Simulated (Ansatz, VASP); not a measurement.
## One calculation of Pb, two programs

```
Pb
1.0
     0.00000    2.53154    2.53154
     2.53154    0.00000    2.53154
     2.53154    2.53154    0.00000
Pb
1
Direct
  0.00000 0.00000 0.00000
```

Change from the starting cell: strain +0.025 along x and y, +0.025 along z, atoms carried along.

Alike in both runs: task single point; functional PBE; k mesh 16 × 16 × 16; occupations gaussian, width 0.15 eV; no spin polarisation.

|  | VASP | Ansatz |
| --- | --- | --- |
| version | VASP 6.6.1 | Ansatz 0.2.0 |
| potentials or method | VASP PAW PBE potentials, release 64 (Pb_d), cutoff 520 eV | scalar-relativistic, plane waves, PAW |
| valence electrons in the cell | 14 | 14 |

|  | VASP | Ansatz | Ansatz less VASP |
| --- | --- | --- | --- |
| gap on the k mesh at the Fermi level (eV) | none | none | - |
| pressure (GPa) | -0.7 | -0.6 | +0.06 |

A gap of «none» marks a metal or a gap that the smearing closes. The functional is the same, so the differences come from potentials, cutoffs and numerics.

Spin-orbit coupling is off throughout.
